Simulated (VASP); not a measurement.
# Li3Mg (P6_3/mmc) in VASP: single point with LDA

Aim: the single point of Li3Mg with LDA.

All numbers are computed with VASP 6.6.1; they aren't measurements. Logs are shortened: lines on timing, memory, paths and dates and some standing lists are left out, and cuts for length are marked.

## (1) The cell of the first run

It takes space group P6_3/mmc (No. 194, hexagonal). The conventional cell has a = 6.091 Å, b = 6.091 Å, c = 5.012 Å, α = 90.00°, β = 90.00°, γ = 120.00°. Li (site symmetry mm2) has 8 Li at 3.04 to 3.06 Å and 4 Mg at 3.05 to 3.06 Å within 4.0 Å. Mg (site symmetry -6m2) has 12 Li at 3.05 to 3.06 Å within 4.0 Å.

## (2) Single point, LDA

File INCAR:

```
SYSTEM = Li3Mg
PREC = Accurate
ENCUT = 520
EDIFF = 1E-6
ISMEAR = -1
SIGMA = 0.1
LREAL = .False.
LASPH = .True.
NELM = 100
ALGO = Normal
ISIF = 2
LWAVE = .False.
LCHARG = .True.
GGA = CA
LELF = .True.
LVHAR = .True.
NBANDS = 21
```

File KPOINTS:

```
Automatic mesh
0
Gamma
  4 4 4
  0 0 0
```

File POSCAR:

```
Li3Mg
1.0
    6.0909560000      0.0000000000      0.0000000000
   -3.0454780000      5.2749230000      0.0000000000
    0.0000000000      0.0000000000      5.0115440000
Li Mg
6 2
Direct
    0.3335550000      0.1667770000      0.2500000000
    0.8332230000      0.1667770000      0.2500000000
    0.8332230000      0.6664450000      0.2500000000
    0.6664450000      0.8332230000      0.7500000000
    0.1667770000      0.3335550000      0.7500000000
    0.1667770000      0.8332230000      0.7500000000
    0.3333333333      0.6666666667      0.2500000000
    0.6666666667      0.3333333333      0.7500000000
```

Potentials or basis: VASP PAW LDA potentials, release 64 (Li_sv, Mg).

Run with:

```sh
$ cat potpaw_LDA.64/Li_sv/POTCAR potpaw_LDA.64/Mg/POTCAR > POTCAR
$ mpirun -np 1 vasp_std > vasp.out
```

OUTCAR:

```text
SYSTEM = Li3Mg
   PREC = Accurate
   ENCUT = 520
   EDIFF = 1E-6
   ISMEAR = -1
   LREAL = .False.
   LASPH = .True.
   NELM = 100
   ISIF = 2
   GGA = CA

 ion  position               nearest neighbor table
   1  0.334  0.167  0.250-   7 3.05   7 3.05   8 3.06   8 3.06
   2  0.833  0.167  0.250-   7 3.05   7 3.05   8 3.06   8 3.06
   3  0.833  0.666  0.250-   7 3.05   7 3.05   8 3.06   8 3.06
   4  0.666  0.833  0.750-   8 3.05   8 3.05   7 3.06   7 3.06
   5  0.167  0.334  0.750-   8 3.05   8 3.05   7 3.06   7 3.06
   6  0.167  0.833  0.750-   8 3.05   8 3.05   7 3.06   7 3.06
   7  0.333  0.667  0.250-   3 3.05   1 3.05   2 3.05   2 3.05   3 3.05   1 3.05   4 3.06   4 3.06
                             5 3.06   5 3.06   6 3.06   6 3.06
   8  0.667  0.333  0.750-   5 3.05   4 3.05   6 3.05   6 3.05   5 3.05   4 3.05   1 3.06   1 3.06
                             3 3.06   3 3.06   2 3.06   2 3.06

  LATTYP: Found a hexagonal cell.
 ALAT       =     6.0909560000
 C/A-ratio  =     0.8227844693

  Lattice vectors:

 A1 = (   6.0909560000,   0.0000000000,   0.0000000000)
 A2 = (  -3.0454780000,   5.2749230000,   0.0000000000)
 A3 = (   0.0000000000,   0.0000000000,   5.0115440000)

Analysis of symmetry for initial positions (statically):
=====================================================================
 Subroutine PRICEL returns:
 Original cell was already a primitive cell.

 Routine SETGRP: Setting up the symmetry group for a
 hexagonal supercell.

 Subroutine GETGRP returns: Found 24 space group operations
 (whereof 12 operations were pure point group operations)
 out of a pool of 24 trial point group operations.

The static configuration has the point symmetry D_3d.
 The point group associated with its full space group is D_6h.

Analysis of symmetry for dynamics (positions and initial velocities):
=====================================================================
 Subroutine PRICEL returns:
 Original cell was already a primitive cell.

 Routine SETGRP: Setting up the symmetry group for a
 hexagonal supercell.

 Subroutine GETGRP returns: Found 24 space group operations
 (whereof 12 operations were pure point group operations)
 out of a pool of 24 trial point group operations.

The dynamic configuration has the point symmetry D_3d.
 The point group associated with its full space group is D_6h.

 Subroutine INISYM returns: Found 24 space group operations
 (whereof 12 operations are pure point group operations),
 and found     1 'primitive' translations

----------------------------------------------------------------------------------------

                                     Primitive cell

  volume of cell :     161.0175

  direct lattice vectors                    reciprocal lattice vectors
     6.090956000  0.000000000  0.000000000     0.164177840  0.094788113  0.000000000
    -3.045478000  5.274923000  0.000000000     0.000000000  0.189576227  0.000000000
     0.000000000  0.000000000  5.011544000     0.000000000  0.000000000  0.199539304

  length of vectors
     6.090956000  6.090956321  5.011544000     0.189576237  0.189576227  0.199539304

  position of ions in fractional coordinates (direct lattice)
     0.333555000  0.166777000  0.250000000
     0.833223000  0.166777000  0.250000000
     0.833223000  0.666445000  0.250000000
     0.666445000  0.833223000  0.750000000
     0.166777000  0.333555000  0.750000000
     0.166777000  0.833223000  0.750000000
     0.333333333  0.666666667  0.250000000
     0.666666667  0.333333333  0.750000000

  ion indices of the primitive-cell ions
   primitive index   ion index
                 1           1
                 2           2
                 3           3
                 4           4
                 5           5
                 6           6
                 7           7
                 8           8

----------------------------------------------------------------------------------------

 KPOINTS: Automatic mesh

Automatic generation of k-mesh.
 Grid dimensions read from file:
 generate k-points for:    4    4    4

 Generating k-lattice:

  Cartesian coordinates                     Fractional coordinates (reciprocal lattice)
     0.041044460  0.023697028  0.000000000     0.250000000  0.000000000  0.000000000
     0.000000000  0.047394057  0.000000000     0.000000000  0.250000000  0.000000000
     0.000000000  0.000000000  0.049884826     0.000000000  0.000000000  0.250000000

  Length of vectors
     0.047394059  0.047394057  0.049884826

  Shift w.r.t. Gamma in fractional coordinates (k-lattice)
     0.000000000  0.000000000  0.000000000

 Subroutine IBZKPT returns following result:
 ===========================================

 Found     12 irreducible k-points:

 Following reciprocal coordinates:
            Coordinates               Weight
  0.000000  0.000000  0.000000      1.000000
  0.250000 -0.000000  0.000000      6.000000
  0.500000 -0.000000  0.000000      3.000000
  0.250000  0.250000  0.000000      6.000000
  0.000000  0.000000  0.250000      2.000000
  0.250000 -0.000000  0.250000     12.000000
  0.500000 -0.000000  0.250000      6.000000
  0.250000  0.250000  0.250000     12.000000
  0.000000  0.000000  0.500000      1.000000
  0.250000 -0.000000  0.500000      6.000000
  0.500000 -0.000000  0.500000      3.000000
  0.250000  0.250000  0.500000      6.000000
   k-points           NKPTS =     12   k-points in BZ     NKDIM =     12   number of bands    NBANDS=     21
   number of dos      NEDOS =    301   number of ions     NIONS =      8
   total plane-waves  NPLWV =  92160
   dimension x,y,z NGX =    48 NGY =   48 NGZ =   40
   dimension x,y,z NGXF=    96 NGYF=   96 NGZF=   80
   ions per type =               6   2
   NGX,Y,Z   is equivalent  to a cutoff of  13.10, 13.10, 13.27 a.u.
   NGXF,Y,Z  is equivalent  to a cutoff of  26.20, 26.20, 26.54 a.u.
 SYSTEM =  Li3Mg
   PREC   = accura    normal or accurate (medium, high low for compatibility)
   ISTART =      0    job   : 0-new  1-cont  2-samecut
   ICHARG =      2    charge: 1-file 2-atom 10-const
   ISPIN  =      1    spin polarized calculation?
   LNONCOLLINEAR =      F non collinear calculations
   LSORBIT =      F    spin-orbit coupling
   LASPH  =      T    aspherical Exc in radial PAW
   ENCUT  =  520.0 eV  38.22 Ry    6.18 a.u.  11.33 11.33  9.32*2*pi/ulx,y,z
   NELM   =    100;   NELMIN=  2; NELMDL= -5     # of ELM steps
   EDIFF  = 0.1E-05   stopping-criterion for ELM
   LREAL  =      F    real-space projection
   EDIFFG = 0.1E-04   stopping-criterion for IOM
   NSW    =      0    number of steps for IOM
   IBRION =     -1    ionic relax: 0-MD 1-quasi-New 2-CG
   NFREE  =      0    steps in history (QN), initial steepest desc. (CG)
   ISIF   =      2    stress and relaxation
   ISYM   =      2    0-nonsym 1-usesym 2-fastsym
   POTIM  = 0.5000    time-step for ionic-motion
   TEBEG  =    0.0;   TEEND  =   0.0 temperature during run
   PSTRESS=    0.0 pullay stress
   NELECT =      22.0000    total number of electrons
   NUPDOWN=      -1.0000    fix difference up-down
   EMIN   =  10.00;   EMAX   =-10.00  energy-range for DOS
   EFERMI =   0.00;   METHOD = LEGACY
   ISMEAR =    -1;   SIGMA  =   0.10  broadening in eV -4-tet -1-fermi 0-gaus
   EFERMI_NEDOS =   21; number of points for ismear=-14 and -15
   IALGO  =     38    algorithm
   IMIX   =      4    mixing-type and parameters
     AMIX     =   0.40;   BMIX     =  1.00
     AMIX_MAG =   1.60;   BMIX_MAG =  1.00
  volume/ion in A,a.u.               =      20.13       135.82
  Fermi-wavevector in a.u.,A,eV,Ry     =   0.843189  1.593395  9.673291  0.710967
  Thomas-Fermi vector in A             =   1.958016
   LORBIT       =      0    0 simple, 1 ext, 2 COOP (PROOUT), +10 PAW based schemes
   GGA     = CA    functional components
   LHFCALC =     F    Hartree Fock is set to
   AEXX    =    0.0000 exact exchange contribution
   IVDW    =     0    specifies the selected vdW correction
   LEPSILON=     F    determine dielectric tensor
   LRPA    =     F    only Hartree local field effects (RPA)
 non-spin polarized calculation
  energy-cutoff  :      520.00
  volume of cell :      161.02
 maximum number of plane-waves:      4360
 NGX is ok and might be reduce to    48
   NGX = 23   NGY = 23   NGZ = 19

 number of electron      22.0000013 magnetization

 Free energy of the ion-electron system (eV)
  ---------------------------------------------------
  ext. energy  EPLUGINS =         0.00000000
  ---------------------------------------------------
  free energy    TOTEN  =       -16.27419818 eV

  energy without entropy =      -16.14403964  energy(sigma->0) =      -16.20911891

 E-fermi :   1.2085     XC(G=0):  -7.6980

 val. band max:        1.1786622575   @ k =   0.5000  -0.0000   0.5000
 cond. band min:       1.2519958669   @ k =   0.2500  -0.0000   0.5000
 fundamental gap:      0.0733336093
 Fermi energy:         1.2084733556

 k-point     1 :       0.0000    0.0000    0.0000
  band No.  band energies     occupation
      1     -44.2976      2.00000
      2     -44.2840      2.00000
      3     -44.2834      2.00000
      4     -44.2834      2.00000
      5     -44.2767      2.00000
      6     -44.2767      2.00000
[... 13 lines left out ...]
     20       6.1000      0.00000
     21       6.5708      0.00000

 k-point     2 :       0.2500   -0.0000    0.0000
  band No.  band energies     occupation
      1     -44.2959      2.00000
      2     -44.2854      2.00000
      3     -44.2834      2.00000
      4     -44.2829      2.00000
      5     -44.2775      2.00000
      6     -44.2767      2.00000
[... 13 lines left out ...]
     20       6.1458      0.00000
     21       6.1572      0.00000

 k-point     3 :       0.5000   -0.0000    0.0000
  band No.  band energies     occupation
      1     -44.2930      2.00000
      2     -44.2886      2.00000
      3     -44.2835      2.00000
      4     -44.2813      2.00000
      5     -44.2789      2.00000
      6     -44.2767      2.00000
[... 13 lines left out ...]
     20       4.6454      0.00000
     21       6.8697      0.00000

 k-point     4 :       0.2500    0.2500    0.0000
  band No.  band energies     occupation
      1     -44.2933      2.00000
      2     -44.2870      2.00000
      3     -44.2858      2.00000
      4     -44.2802      2.00000
      5     -44.2781      2.00000
      6     -44.2774      2.00000
[... 13 lines left out ...]
     20       6.3719      0.00000
     21       6.4888      0.00000

 k-point     5 :       0.0000    0.0000    0.2500
  band No.  band energies     occupation
      1     -44.2956      2.00000
      2     -44.2861      2.00000
      3     -44.2824      2.00000
      4     -44.2824      2.00000
      5     -44.2777      2.00000
      6     -44.2777      2.00000
[... 13 lines left out ...]
     20       4.7393      0.00000
     21       5.2468      0.00000
[... 94 lines left out ...]
     20       4.1318      0.00000
     21       8.3340      0.00000

 k-point    10 :       0.2500   -0.0000    0.5000
  band No.  band energies     occupation
      1     -44.2895      2.00000
      2     -44.2895      2.00000
      3     -44.2814      2.00000
      4     -44.2814      2.00000
      5     -44.2800      2.00000
      6     -44.2800      2.00000
[... 13 lines left out ...]
     20       5.4886      0.00000
     21       8.4619      0.00000

 k-point    11 :       0.5000   -0.0000    0.5000
  band No.  band energies     occupation
      1     -44.2873      2.00000
      2     -44.2873      2.00000
      3     -44.2836      2.00000
      4     -44.2836      2.00000
      5     -44.2800      2.00000
      6     -44.2800      2.00000
[... 13 lines left out ...]
     20       6.7000      0.00000
     21       7.7492      0.00000

 k-point    12 :       0.2500    0.2500    0.5000
  band No.  band energies     occupation
      1     -44.2872      2.00000
      2     -44.2872      2.00000
      3     -44.2836      2.00000
      4     -44.2836      2.00000
      5     -44.2800      2.00000
      6     -44.2800      2.00000
[... 13 lines left out ...]
     20       7.0138      0.00000
     21       7.1957      0.00000

------------------------ aborting loop because EDIFF is reached ----------------------------------------

  FORCE on cell =-STRESS in cart. coord.  units (eV):
  Direction    XX          YY          ZZ          XY          YZ          ZX
  --------------------------------------------------------------------------------------
  -------------------------------------------------------------------------------------
  Total       -1.2434909     -1.2434910     -1.2303933     -0.0000000     -0.0000000      0.0000000
  in kB      -12.3731434    -12.3731451    -12.2428184     -0.0000000     -0.0000000      0.0000000
  external PRESSURE =     -12.3297023 kB  Pullay stress =       0.0000000 kB

 VOLUME and BASIS-vectors are now :
 -----------------------------------------------------------------------------
  energy-cutoff  :      520.00
  volume of cell :      161.02
      direct lattice vectors                 reciprocal lattice vectors
     6.090956000  0.000000000  0.000000000     0.164177840  0.094788113  0.000000000
    -3.045478000  5.274923000  0.000000000     0.000000000  0.189576227  0.000000000
     0.000000000  0.000000000  5.011544000     0.000000000  0.000000000  0.199539304

 POSITION                                       TOTAL-FORCE (eV/Angst)
 -----------------------------------------------------------------------------------
      1.52375      0.87974      1.25289         0.023431      0.013528     -0.000000
      4.56721      0.87974      1.25289        -0.023431      0.013528      0.000000
      3.04548      3.51545      1.25289         0.000000     -0.027056     -0.000000
      1.52172      4.39519      3.75866        -0.023431     -0.013528      0.000000
     -0.00000      1.75948      3.75866        -0.000000      0.027056      0.000000
     -1.52173      4.39519      3.75866         0.023431     -0.013528     -0.000000
     -0.00000      3.51662      1.25289        -0.000000      0.000000      0.000000
      3.04548      1.75831      3.75866        -0.000000     -0.000000      0.000000
 -----------------------------------------------------------------------------------
    total drift:                               -0.000000      0.000000      0.000000

  FREE ENERGIE OF THE ION-ELECTRON SYSTEM (eV)
  ---------------------------------------------------
  free  energy   TOTEN  =       -16.2741981773 eV

  energy  without entropy=      -16.1440396428  energy(sigma->0) =      -16.20911891
```

It took 34 s on 1 thread of AMD EPYC 9R14 (Zen 4), shared host; peak memory 0.2 GiB.

Results:

| Property | Result |
| --- | --- |
| Free energy | -16.2742 eV |
| Largest force | 0.027 eV/Å |
| Band gap on the k mesh | zero (band 11 reaches 1.89 eV, above the bottom of band 12 at 0.15 eV) |

Forces in eV/Å, atoms in the order of the input:
```
Li   0.023  0.014  0.000
Li  -0.023  0.014  0.000
Li   0.000 -0.027  0.000
Li  -0.023 -0.014  0.000
Li   0.000  0.027  0.000
Li   0.023 -0.014  0.000
Mg   0.000  0.000  0.000
Mg   0.000  0.000  0.000
```

Caveat: the cutoff is under 1.25 times the usual one of these potentials, so pressure, stress and relaxed cells hold a basis-set (Pulay) error.
